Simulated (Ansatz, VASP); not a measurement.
## Two plane-wave programs on Hf

```xyz
2
Lattice="3.2000 0.0000 0.0000 -1.6000 2.7713 0.0000 0.0000 0.0000 5.0624" Properties=species:S:1:pos:R:3 pbc="T T T"
Hf    0.0000    1.8475    3.7968
Hf    1.6000    0.9238    1.2656
```

Alike in both runs: task single point; functional PBEsol; k mesh 6 × 6 × 4; occupations gaussian, width 0.05 eV; non-collinear spin, spin-orbit coupling.

|  | VASP | Ansatz |
| --- | --- | --- |
| version | VASP 6.6.1 | Ansatz 0.2.0 |
| potentials or method | VASP PAW PBE potentials, release 64 (Hf_pv), cutoff 520 eV | plane waves, PAW |
| valence electrons in the cell | 20 | 52 |

|  | VASP | Ansatz | Ansatz less VASP |
| --- | --- | --- | --- |
| pressure (GPa) | -4.6 | -4.1 | +0.53 |
| traceless stress, the component that is largest in VASP (GPa) | 0.28 | 0.48 | +0.199 |
| net moment per atom (μB) | 0.00 | 0.00 | 0.000 |

VASP's potentials were made for PBE, not for PBEsol. VASP's potentials hold 20 valence electrons a cell and Ansatz's 52, so a difference there can come from the potentials and not from the codes.

The k mesh is coarse, so the values compare programs but aren't converged.
